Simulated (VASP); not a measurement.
# GaOs12 in VASP: a series of runs, part 2 of 2

VASP 6.6.1. Earlier steps stand in the parts before.

### 3 Single point, PBE+D3(BJ)

File INCAR:

```
SYSTEM = GaOs12
  ALGO = Normal
  EDIFF = 1E-7
  ENCUT = 520
  GGA = PE
  ISIF = 2
  ISMEAR = -1
  IVDW = 12
  LASPH = .True.
  LCHARG = .False.
  LREAL = .False.
  LWAVE = .False.
  NBANDS = 66
  NELM = 100
  PREC = Accurate
  SIGMA = 0.1
```

File KPOINTS:

```
k-points
0
Gamma
  4 4 1
  0 0 0
```

File POSCAR:

```
GaOs12
1.0
    5.4800000000      0.0000000000      0.0000000000
    2.7400000000      4.7458190000      0.0000000000
    0.0000000000      0.0000000000     16.3264600000
Os Ga
12 1
Direct
    0.0000000000      0.0000000000      0.0612502649
    0.5000000000      0.0000000000      0.0612502649
   -0.0000000527      0.5000001054      0.0612502649
    0.4999999473      0.5000001054      0.0612502649
   -0.1665226409      0.3332613401      0.1892333672
    0.3332613007      0.3332613401      0.1892333672
   -0.1666666491      0.8333332982      0.1887798702
    0.3332612875      0.8334774251      0.1892333672
   -0.0052582524     -0.0052583126      0.3188289439
    0.5105165651     -0.0052583126      0.3188289439
   -0.0052582600      0.5105165199      0.3188289439
    0.4999999473      0.5000001054      0.3173513425
    0.1666666491      1.1666667018      0.4437805256
```

Potentials or basis: VASP PAW PBE potentials, release 64 (Os, Ga_d).

Started as:

```
$ cat potpaw_PBE.64/Os/POTCAR potpaw_PBE.64/Ga_d/POTCAR > POTCAR
$ mpirun -np 1 vasp_std > vasp.out
```

OUTCAR:

```text
SYSTEM = GaOs12
   EDIFF = 1E-7
   ENCUT = 520
   GGA = PE
   ISIF = 2
   ISMEAR = -1
   IVDW = 12
   LASPH = .True.
   LREAL = .False.
   NELM = 100
   PREC = Accurate
 IVDW          = 12

 ion  position               nearest neighbor table
   1  0.000  0.000  0.061-   7 2.61   8 2.62   5 2.62   4 2.74   3 2.74   2 2.74   2 2.74   3 2.74
                             4 2.74
   2  0.500  0.000  0.061-   7 2.61   8 2.62   6 2.62   3 2.74   4 2.74   1 2.74   1 2.74   4 2.74
                             3 2.74
   3  1.000  0.500  0.061-   7 2.61   6 2.62   5 2.62   2 2.74   1 2.74   4 2.74   4 2.74   1 2.74
                             2 2.74
   4  0.500  0.500  0.061-   8 2.62   5 2.62   6 2.62   1 2.74   2 2.74   3 2.74   3 2.74   2 2.74
                             1 2.74
   5  0.833  0.333  0.189-   1 2.62   3 2.62   4 2.62  12 2.62  11 2.66   9 2.66   8 2.74   6 2.74
                             7 2.74   7 2.74   6 2.74   8 2.74
   6  0.333  0.333  0.189-   2 2.62   3 2.62   4 2.62  12 2.62  11 2.66  10 2.66   8 2.74   5 2.74
                             7 2.74   7 2.74   5 2.74   8 2.74
   7  0.833  0.833  0.189-   3 2.61   2 2.61   1 2.61  11 2.62  10 2.62   9 2.62   6 2.74   5 2.74
                             8 2.74   8 2.74   5 2.74   6 2.74
   8  0.333  0.833  0.189-   2 2.62   1 2.62   4 2.62  12 2.62  10 2.66   9 2.66   6 2.74   5 2.74
                             7 2.74   7 2.74   5 2.74   6 2.74
   9  0.995  0.995  0.319-  13 2.61   7 2.62  11 2.65  10 2.65   8 2.66   5 2.66  12 2.74  12 2.74
                            11 2.83  10 2.83
  10  0.511  0.995  0.319-  13 2.61   7 2.62  11 2.65   9 2.65   8 2.66   6 2.66  12 2.74  12 2.74
                            11 2.83   9 2.83
  11  0.995  0.511  0.319-  13 2.61   7 2.62  10 2.65   9 2.65   5 2.66   6 2.66  12 2.74  12 2.74
                             9 2.83  10 2.83
  12  0.500  0.500  0.317-   8 2.62   5 2.62   6 2.62   9 2.74  10 2.74  11 2.74  11 2.74  10 2.74
                             9 2.74
  13  0.167  0.167  0.444-  11 2.61   9 2.61  10 2.61

  LATTYP: Found a hexagonal cell.
 ALAT       =     5.4799998158
 C/A-ratio  =     2.9792811221

  Lattice vectors:

 A1 = (  -2.7400000000,  -4.7458190000,   0.0000000000)
[... 168 lines left out ...]
   NGX = 21   NGY = 21   NGZ = 61

 number of electron     109.0000015 magnetization

 Free energy of the ion-electron system (eV)
  ---------------------------------------------------
  ext. energy  EPLUGINS =         0.00000000
  ---------------------------------------------------
  free energy    TOTEN  =      -129.56498415 eV

  energy without entropy =     -129.23976086  energy(sigma->0) =     -129.40237250

 E-fermi :   1.2624     XC(G=0):  -7.3258

 val. band max:        1.2318357676   @ k =   0.0000   0.0000   0.0000
 cond. band min:       1.2667777898   @ k =   0.5000   0.0000   0.0000
 fundamental gap:      0.0349420222
 Fermi energy:         1.2624131488

 k-point     1 :       0.0000    0.0000    0.0000
  band No.  band energies     occupation
      1     -13.2816      2.00000
      2     -13.2816      2.00000
      3     -13.2676      2.00000
      4     -13.2367      2.00000
      5     -13.2367      2.00000
      6      -8.8990      2.00000
[... 265 lines left out ...]
     65       2.5078      0.00001
     66       2.6325      0.00000

------------------------ aborting loop because EDIFF is reached ----------------------------------------

 Edisp (eV)   -5.41252

 E8    (eV) :    -2.7623

  FORCE on cell =-STRESS in cart. coord.  units (eV):
  Direction    XX          YY          ZZ          XY          YZ          ZX
  --------------------------------------------------------------------------------------
  -------------------------------------------------------------------------------------
  Total     -12.50891   -12.50891    -0.32060     0.00000     0.00000     0.00000
  in kB     -47.20048   -47.20048    -1.20972     0.00000     0.00000     0.00000
  external pressure =      -31.87 kB  Pullay stress =        0.00 kB

 VOLUME and BASIS-vectors are now :
 -----------------------------------------------------------------------------
  energy-cutoff  :      520.00
  volume of cell :      424.60
      direct lattice vectors                 reciprocal lattice vectors
     5.480000000  0.000000000  0.000000000     0.182481752 -0.105355893  0.000000000
     2.740000000  4.745819000  0.000000000     0.000000000  0.210711787  0.000000000
     0.000000000  0.000000000 16.326460000     0.000000000  0.000000000  0.061250265

 POSITION                                       TOTAL-FORCE (eV/Angst)
 -----------------------------------------------------------------------------------
      0.00000      0.00000      1.00000         0.074546      0.043039      0.035027
      2.74000      0.00000      1.00000        -0.074546      0.043039      0.035027
      6.85000      2.37291      1.00000         0.000000     -0.086078      0.035027
      4.11000      2.37291      1.00000         0.000000     -0.000000     -0.087582
      5.48059      1.58160      3.08951        -0.000752      0.000434     -0.005379
      2.73941      1.58160      3.08951         0.000752      0.000434     -0.005379
      6.85000      3.95485      3.08211         0.000000     -0.000000     -0.016993
      4.11000      3.95553      3.08951         0.000000     -0.000868     -0.005379
      8.17678      4.72086      5.20535        -0.021680     -0.012517     -0.001203
      5.52322      4.72086      5.20535         0.021680     -0.012517     -0.001203
      6.85000      2.42282      5.20535         0.000000      0.025034     -0.001203
      4.11000      2.37291      5.18122         0.000000     -0.000000      0.004738
      1.37000      0.79097      7.24536         0.000000      0.000000      0.014502
 -----------------------------------------------------------------------------------
    total drift:                                0.000001     -0.000132     -0.000485

  FREE ENERGIE OF THE ION-ELECTRON SYSTEM (eV)
  ---------------------------------------------------
  free  energy   TOTEN  =      -134.9774997538 eV

  energy  without entropy=     -134.6522764558  energy(sigma->0) =     -134.81488810
```

Run time: 4.1 min. Hardware: 1 thread of Intel Xeon 6975P-C (Granite Rapids), shared host; peak memory 0.54 GiB.

Results:

* Free energy: -134.9775 eV
* Largest force: 0.093 eV/Å
* Band gap on the k mesh: zero (an odd number of electrons rules out a gap without spin polarisation)
* Dispersion energy per atom: -0.416 eV

Forces in eV/Å, atoms in the order of the input:
```
Os   0.075  0.043  0.035
Os  -0.075  0.043  0.035
Os   0.000 -0.086  0.035
Os   0.000  0.000 -0.088
Os  -0.001  0.000 -0.005
Os   0.001  0.000 -0.005
Os   0.000  0.000 -0.017
Os   0.000 -0.001 -0.005
Os  -0.022 -0.013 -0.001
Os   0.022 -0.013 -0.001
Os   0.000  0.025 -0.001
Os   0.000  0.000  0.005
Ga   0.000  0.000  0.015
```

Caveat: there is no dipole correction, which matters where the two faces differ; spin-orbit coupling is left out, which moves the levels of the heavy elements.

### 4 Single point, PBE+D3(BJ)

File INCAR:

```
PREC = Accurate
ENCUT = 520
EDIFF = 1E-6
ISMEAR = -1
SIGMA = 0.1
LREAL = F
LASPH = T
NELM = 60
ALGO = Normal
ISIF = 2
LWAVE = F
LCHARG = F
GGA = PE
IVDW = 12
NBANDS = 66
```

File KPOINTS:

```
Automatic mesh
0
Gamma
  4 4 1
```

POSCAR is that of step 3.

Started as:

```
$ cat potpaw_PBE.64/Os/POTCAR potpaw_PBE.64/Ga_d/POTCAR > POTCAR
$ mpirun -np 1 vasp_std > vasp.out
```

It took 3.6 min on 1 thread of Intel Xeon 6975P-C (Granite Rapids), shared host; peak memory 0.55 GiB.

Results (log left out):

- Free energy: -134.9775 eV
- Largest force: 0.093 eV/Å
- Band gap on the k mesh: zero (an odd number of electrons rules out a gap without spin polarisation)
- Dispersion energy per atom: -0.416 eV

Forces in eV/Å, atoms in the order of the input:
```
Os   0.075  0.043  0.035
Os  -0.075  0.043  0.035
Os   0.000 -0.086  0.035
Os   0.000  0.000 -0.088
Os  -0.001  0.000 -0.006
Os   0.001  0.000 -0.006
Os   0.000  0.000 -0.017
Os   0.000 -0.001 -0.006
Os  -0.022 -0.013 -0.001
Os   0.022 -0.013 -0.001
Os   0.000  0.025 -0.001
Os   0.000  0.000  0.005
Ga   0.000  0.000  0.015
```

Levels at points of the mesh, in eV from the Fermi level:
```
           k point  band 52  band 53  band 54  band 55  band 56  band 57
(0.00, 0.00, 0.00)    -0.03     0.41     1.06     1.06     1.06     1.69
(0.50, 0.00, 0.00)    -0.42    -0.36    -0.32    -0.08    -0.07     0.00
```

Caveat: there is no dipole correction, which matters where the two faces differ; spin-orbit coupling is left out, which moves the levels of the heavy elements.

### 5 Single point, PBE+D3(BJ)

File INCAR:

```
SYSTEM = GaOs12
  PREC = Accurate
  ENCUT = 520
  EDIFF = 1E-7
  ISMEAR = -1
  SIGMA = 0.1
  LREAL = .FALSE.
  LASPH = .TRUE.
  NELM = 80
  ALGO = Normal
  ISIF = 2
  LWAVE = .FALSE.
  LCHARG = .FALSE.
  GGA = PE
  IVDW = 12
  NBANDS = 66
```

File KPOINTS:

```
regular mesh
0
G
  4 4 1
  0 0 0
```

File POSCAR:

```
GaOs12
1.0
    5.4800000000      0.0000000000      0.0000000000
    2.7400000000      4.7458190000      0.0000000000
    0.0000000000      0.0000000000     16.3264600000
Os Ga
12 1
Direct
    0.0000000000      0.0000000000      0.0612503000
    0.5000000000      0.0000000000      0.0612503000
    0.0000000000      0.5000000000      0.0612503000
    0.5000000000      0.5000000000      0.0612503000
   -0.1662883246      0.3338777973      0.1892241244
    0.3324246634      0.3337956190      0.1891996731
   -0.1662777769      0.8324047823      0.1892078049
    0.3333587037      0.8333129625      0.1893855839
   -0.0125416575      0.0062651529      0.3185808422
    0.5062244254      0.0063013089      0.3185792560
   -0.0000843430      0.5000256860      0.3172061031
    0.5061942501      0.4875416946      0.3185812665
    0.3336846555      0.8331775660      0.4421273710
```

Potentials or basis: VASP PAW PBE potentials, release 64 (Os, Ga_d).

Started as:

```
$ cat potpaw_PBE.64/Os/POTCAR potpaw_PBE.64/Ga_d/POTCAR > POTCAR
$ mpirun -np 1 vasp_std > vasp.out
```

OUTCAR:

```text
SYSTEM = GaOs12
   PREC = Accurate
   ENCUT = 520
   EDIFF = 1E-7
   ISMEAR = -1
   LREAL = .FALSE.
   LASPH = .TRUE.
   NELM = 80
   ISIF = 2
   GGA = PE
   IVDW = 12
 IVDW          = 12

 ion  position               nearest neighbor table
   1  0.000  0.000  0.061-   7 2.62   5 2.62   8 2.62   3 2.74   3 2.74   4 2.74   4 2.74   2 2.74
                             2 2.74
   2  0.500  0.000  0.061-   7 2.62   6 2.62   8 2.62   4 2.74   3 2.74   4 2.74   3 2.74   1 2.74
                             1 2.74
[... 925 lines left out ...]
 -----------------------------------------------------------------------------
  energy-cutoff  :      520.00
  volume of cell :      424.60
      direct lattice vectors                 reciprocal lattice vectors
     5.480000000  0.000000000  0.000000000     0.182481752 -0.105355893  0.000000000
     2.740000000  4.745819000  0.000000000     0.000000000  0.210711787  0.000000000
     0.000000000  0.000000000 16.326460000     0.000000000  0.000000000  0.061250265

 POSITION                                       TOTAL-FORCE (eV/Angst)
 -----------------------------------------------------------------------------------
      0.00000      0.00000      1.00000         0.146706     -0.084398      0.016782
      2.74000      0.00000      1.00000        -0.148383     -0.084151      0.011752
      1.37000      2.37291      1.00000         0.000336     -0.000262     -0.028200
      4.11000      2.37291      1.00000        -0.001093      0.170234      0.011408
      5.48357      1.58452      3.08936        -0.000729     -0.011839     -0.004769
      2.73629      1.58413      3.08896        -0.000805     -0.000405      0.002827
      6.84959      3.95044      3.08909         0.008999      0.006873      0.000378
      4.11008      3.95475      3.09200        -0.006541      0.005626     -0.029863
      5.42844      0.02973      5.20130        -0.030963      0.018107     -0.000753
      2.79138      0.02990      5.20127         0.031846      0.018770      0.001548
      6.84961      2.37303      5.17885         0.003403     -0.000200     -0.002177
      4.10981      2.31378      5.20130        -0.000545     -0.039963      0.001908
      4.11150      3.95411      7.21837        -0.002231      0.001609      0.019160
 -----------------------------------------------------------------------------------
    total drift:                               -0.000074      0.000035      0.000247

  FREE ENERGIE OF THE ION-ELECTRON SYSTEM (eV)
  ---------------------------------------------------
  free  energy   TOTEN  =      -135.0104935285 eV

  energy  without entropy=     -134.6735487440  energy(sigma->0) =     -134.84202114
```

It took 10 min on 1 thread of Intel Xeon 6975P-C (Granite Rapids), shared host; peak memory 0.64 GiB.

Results:

- Free energy: -135.0105 eV
- Largest force: 0.171 eV/Å
- Band gap on the k mesh: zero (an odd number of electrons rules out a gap without spin polarisation)
- Dispersion energy per atom: -0.417 eV

Forces on the atoms (eV/Å):
```
Os   0.147 -0.084  0.017
Os  -0.148 -0.084  0.012
Os   0.000  0.000 -0.028
Os  -0.001  0.170  0.011
Os  -0.001 -0.012 -0.005
Os  -0.001  0.000  0.003
Os   0.009  0.007  0.000
Os  -0.007  0.006 -0.030
Os  -0.031  0.018 -0.001
Os   0.032  0.019  0.002
Os   0.003  0.000 -0.002
Os  -0.001 -0.040  0.002
Ga  -0.002  0.002  0.019
```

Caveat: there is no dipole correction, which matters where the two faces differ; spin-orbit coupling is left out, which moves the levels of the heavy elements.

The gap in the log of VASP goes by the Fermi energy; the results here count the filled bands.